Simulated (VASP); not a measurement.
Wanted: the native input for a VASP 6.6.1 run.

```yaml
Task: relaxation of cell and atoms
Functional: LDA
Potentials_or_basis: VASP PAW LDA potentials, release 64 (Zn, O)
Cutoff: 600 eV
k_mesh: 12 × 12 × 7
Occupations: fermi-dirac, width 0.02 eV
Spin: no spin polarisation
Dipole_correction: no
Further_INCAR_settings: ALGO = Normal; EDIFF = 1e-07; IBRION = 2; EDIFFG = -0.005; NSW = 60; ISIF = 3
```

The structure of ZnO (wurtzite type) lies in POSCAR:

```
ZnO
1.0
    3.0550650385      0.0000000000      0.0000000000
   -1.5275325192      2.6457639335      0.0000000000
    0.0000000000      0.0000000000      4.9797560127
Zn O
2 2
Direct
    0.3333333333      0.6666666667      0.0000000000
    0.6666666667      0.3333333333      0.5000000000
    0.3333333333      0.6666666667      0.3760000000
    0.6666666667      0.3333333333      0.8760000000
```

The input as run:

INCAR

```
PREC     = Accurate       # precision mode
ENCUT    = 600            # plane-wave cutoff, eV
EDIFF    = 1E-7           # SCF threshold, eV
ISMEAR   = -1             # smearing method
SIGMA    = 0.02           # smearing width, eV
LREAL    = F              # projectors in reciprocal space
LASPH    = T              # aspherical terms in the spheres
NELM     = 80             # most SCF steps
ALGO     = Normal         # electronic algorithm
ISIF     = 3              # what is computed and relaxed
LWAVE    = F              # write WAVECAR
LCHARG   = F              # write CHGCAR
IBRION   = 2              # ionic algorithm
NSW      = 60             # ionic steps
EDIFFG   = -0.005         # ionic threshold
```

KPOINTS

```
Automatic mesh
0
Gamma
  12 12 7
```

Potentials or basis: VASP PAW LDA potentials, release 64 (Zn, O).

The run is started by

```console
$ cat potpaw_LDA.64/Zn/POTCAR potpaw_LDA.64/O/POTCAR > POTCAR
$ mpirun -np 1 vasp_std > vasp.out
```

It gave:

* Relaxed volume: 11.42 Å³/atom
* Relaxed cell: a = 3.196 Å, b = 3.196 Å, c = 5.166 Å, α = 90.00°, β = 90.00°, γ = 120.00°
* Space group after relaxing (to 0.1 Å): P6_3mc (No. 186)
* Energy gained by relaxing: 101.2 meV/atom
* Ionic steps: 9
* Pressure after relaxing: 0.0 GPa
* Band gap on the k mesh: 0.80 eV

Caveat: semilocal functionals underestimate gaps, and a narrow one can read as zero.

Wall time 9.2 min on 1 thread of Intel Xeon 8259CL, on a shared host, peak memory 0.17 GiB.
